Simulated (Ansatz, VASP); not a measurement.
# Two plane-wave programs on Na

```
CELL_PARAMETERS angstrom
-2.09766 2.09766 2.09766
2.09766 -2.09766 2.09766
2.09766 2.09766 -2.09766
ATOMIC_POSITIONS crystal
Na 0.00000 0.00000 0.00000
```

Alike in both runs: functional PBE; k mesh 14 × 14 × 14; occupations gaussian, width 0.1 eV; no spin polarisation.

Ansatz relaxed the structure, and its values are those at the end. VASP's run is a single point on that final structure, the one shown.

|  | VASP | Ansatz |
| --- | --- | --- |
| version | VASP 6.6.1 | Ansatz 0.2.0 |
| potentials or method | VASP PAW PBE potentials, release 64 (Na_pv), cutoff 500 eV | scalar-relativistic, plane waves, PAW |
| valence electrons in the cell | 7 | 9 |

|  | VASP | Ansatz | Ansatz less VASP |
| --- | --- | --- | --- |
| gap on the k mesh at the Fermi level (eV) | none | none | - |
| pressure (GPa) | 0.0 | 0.0 | +0.04 |

A gap of «none» marks a metal or a gap that the smearing closes. With one functional, cell and mesh, what is left measures potentials, basis and numerics. VASP's potentials hold 7 valence electrons a cell and Ansatz's 9, so a difference there can come from the potentials and not from the codes.
